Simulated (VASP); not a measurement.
A run of VASP 6.6.1 is set up as follows.

Contents of INCAR:

```
ALGO = Normal ; EDIFF = 1E-7
ENCUT = 520 ; GGA = PE
ISIF = 2 ; ISMEAR = 0
IVDW = 12 ; LASPH = True
LCHARG = False ; LREAL = False
LWAVE = False ; NBANDS = 17
NELM = 80 ; PREC = Accurate
SIGMA = 0.03
```

Contents of KPOINTS:

```
k-points
0
Gamma
  10 10 10
```

Contents of POSCAR:

```
PbSe
1.0
    0.0000000000      3.0187026311      2.7862625285
    3.0187026311      0.0000000000      2.7862625285
    3.0187026311      3.0187026311      0.0000000000
Pb Se
1 1
Direct
    0.0000000000      0.0000000000      0.0000000000
    0.5000000000      0.5000000000      0.5000000000
```

Potentials or basis: VASP PAW PBE potentials, release 64 (Pb_d, Se).

Run with:

```sh
$ cat potpaw_PBE.64/Pb_d/POTCAR potpaw_PBE.64/Se/POTCAR > POTCAR
$ mpirun -np 1 vasp_std > vasp.out
```

(1) Predict the dispersion energy per atom.

(2) What does it give for the pressure?

(3) Predict the band gap on the k mesh.

Answers

(1) -0.417 eV.

(2) 10.0 GPa.

(3) 0.43 eV, indirect (least direct gap 0.44 eV).

Caveat: spin-orbit coupling is left out, which moves the levels of the heavy elements.
